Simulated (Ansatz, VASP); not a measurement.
# Be2ZnSe3: VASP beside Ansatz

File INCAR:

```
SYSTEM = Be2ZnSe3
  PREC = Accurate
  ENCUT = 600
  EDIFF = 1E-6
  ISMEAR = 0
  SIGMA = 0.1
  LREAL = .FALSE.
  LASPH = .TRUE.
  NELM = 60
  ALGO = Normal
  ISIF = 3
  LWAVE = .FALSE.
  LCHARG = .FALSE.
  GGA = PE
  IBRION = 2
  NSW = 100
  EDIFFG = -0.01
```

KPOINTS

```
regular mesh
0
G
  8 8 6
  0 0 0
```

Contents of POSCAR:

```
Be2ZnSe3
1.0
    4.4878757761      0.0000000000      0.0000000000
    0.0000000000      4.4878757761      0.0000000000
    0.0000000000      0.0000000000      7.9145078682
Be Zn Se
2 1 3
Direct
    0.5000000000      0.5000000000      0.2496912294
    0.5000000000      0.5000000000      0.7503087706
    0.0000000000      0.0000000000      0.5000000000
    0.5000000000      0.5000000000      0.0000000000
    0.5000000000      0.5000000000      0.5000000000
    0.0000000000      0.0000000000      0.0000000000
```

Input for Ansatz:

```yaml
crystal:
  lattice:
    - [4.4878757761, 0.0, 0.0]
    - [0.0, 4.4878757761, 0.0]
    - [0.0, 0.0, 7.9145078682]
  atoms:
    - { symbol: Be, position: [0.5, 0.5, 0.2496912294] }
    - { symbol: Be, position: [0.5, 0.5, 0.7503087706] }
    - { symbol: Zn, position: [0.0, 0.0, 0.5] }
    - { symbol: Se, position: [0.5, 0.5, 0.0] }
    - { symbol: Se, position: [0.5, 0.5, 0.5] }
    - { symbol: Se, position: [0.0, 0.0, 0.0] }
basis:
  ecutwfc: 420
kpoints:
  mp_grid: { grid: [8, 8, 6] }
hamiltonian:
  xc: pbe
scf:
  occupations: { method: gaussian, width: 0.1 }
output:
  forces: true
  stress: true
  eigenvalues: true
  write_density: true
  write_potential: true
  elf: true
  volumetric_format: npy
relax:
  adjacent_minimum: "off"
  f_tol: 0.01
  max_steps: 80
  cell: { stress_tol: 0.05 }
```

Alike in both runs: task relaxation of cell and atoms; functional PBE; k mesh 8 × 8 × 6; occupations gaussian, width 0.1 eV; no spin polarisation.

|  | VASP | Ansatz |
| --- | --- | --- |
| version | VASP 6.6.1 | Ansatz 0.2.0 |
| potentials or method | VASP PAW PBE potentials, release 64 (Be, Zn, Se), cutoff 600 eV | scalar-relativistic, plane waves, PAW |
| valence electrons in the cell | 34 | 64 |

|  | VASP | Ansatz | Ansatz less VASP |
| --- | --- | --- | --- |
| gap on the k mesh at the Fermi level, each at its own relaxed structure (eV) | none | none | - |
| relaxed volume (Å³/atom) | 26.60 | 26.57 | -0.026 |
| relaxed cell length with the largest relative difference (Å) | 7.920 | 7.913 | -0.0078 |

A gap of «none» marks a metal or a gap that the smearing closes. VASP's potentials hold 34 valence electrons a cell and Ansatz's 64, so a difference there can come from the potentials and not from the codes.
